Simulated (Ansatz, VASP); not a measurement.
## K in VASP and in Ansatz

```
K
1.0
    -2.34558    2.34558    2.34558
     2.34558   -2.34558    2.34558
     2.34558    2.34558   -2.34558
K
1
Direct
  0.00000 0.00000 0.00000
```

Change from the starting cell: volume scaled by 0.7, LAPW.

Alike in both runs: task single point; functional PBE; k mesh 10 × 10 × 10; occupations fermi-dirac, width 0.1 eV; no spin polarisation.

|  | VASP | Ansatz |
| --- | --- | --- |
| version | VASP 6.6.1 | Ansatz 0.2.0 |
| potentials or method | VASP PAW PBE potentials, release 64 (K_sv), cutoff 520 eV | all-electron LAPW, scalar-relativistic |

|  | VASP | Ansatz | Ansatz less VASP |
| --- | --- | --- | --- |
| pressure (GPa) | 2.5 | 2.5 | +0.01 |

Ansatz ran all-electron here, and VASP with PAW potentials.
